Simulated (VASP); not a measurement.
Input of a VASP 6.6.1 run:

Contents of POSCAR:

```
Sb
1.0
    0.0000000000      2.3712425216      2.3712425216
    2.3712425216      0.0000000000      2.3712425216
    2.3712425216      2.3712425216      0.0000000000
Sb
1
Direct
    0.0000000000      0.0000000000      0.0000000000
```

File INCAR.step1:

```
ALGO     = Normal         # electronic algorithm
EDIFF    = 1E-5           # SCF threshold, eV
ENCUT    = 440            # plane-wave cutoff, eV
GGA      = PE             # functional
GGA_COMPAT= F            
ISIF     = 2              # what is computed and relaxed
ISMEAR   = -1             # smearing method
LASPH    = T              # aspherical terms in the spheres
LCHARG   = F              # write CHGCAR
LREAL    = F              # projectors in reciprocal space
LWAVE    = T              # write WAVECAR
NBANDS   = 14             # bands
NELM     = 120            # most SCF steps
PREC     = Accurate       # precision mode
SIGMA    = 0.05           # smearing width, eV
```

Contents of INCAR.step2:

```
AEXX     = 0.25           # exact-exchange fraction
ALGO     = Normal         # electronic algorithm
EDIFF    = 1E-6           # SCF threshold, eV
ENCUT    = 440            # plane-wave cutoff, eV
GGA_COMPAT= F            
ISIF     = 2              # what is computed and relaxed
ISMEAR   = -1             # smearing method
ISTART   = 1            
LASPH    = T              # aspherical terms in the spheres
LCHARG   = F              # write CHGCAR
LHFCALC  = T              # exact exchange
LMIXTAU  = T            
LREAL    = F              # projectors in reciprocal space
LWAVE    = F              # write WAVECAR
METAGGA  = R2SCAN         # meta-GGA
NBANDS   = 14             # bands
NELM     = 120            # most SCF steps
PREC     = Accurate       # precision mode
PRECFOCK = Normal       
SIGMA    = 0.05           # smearing width, eV
```

Contents of KPOINTS:

```
k-points
0
Gamma
  6 6 6
```

Potentials or basis: VASP PAW PBE potentials, release 64 (Sb_d_GW).

Launch:

```bash
$ cat potpaw_PBE.64/Sb_d_GW/POTCAR > POTCAR
$ cp INCAR.step1 INCAR
$ mpirun -np 1 vasp_std > vasp.out
$ cp INCAR.step2 INCAR
$ mpirun -np 1 vasp_std > vasp.out
```

(1) What does it give for the pressure?

(2) What does it give for the band gap on the k mesh?

## Answers

(1) -1.0 GPa.

(2) zero (an odd number of electrons rules out a gap without spin polarisation).

Caveat: the k points lie up to 0.38 Å⁻¹ apart, too coarse for converged energies and pressures of a metal; the PAW data sets were made with another functional, which shifts forces and pressure a little; spin-orbit coupling is left out, which moves the levels of the heavy elements.
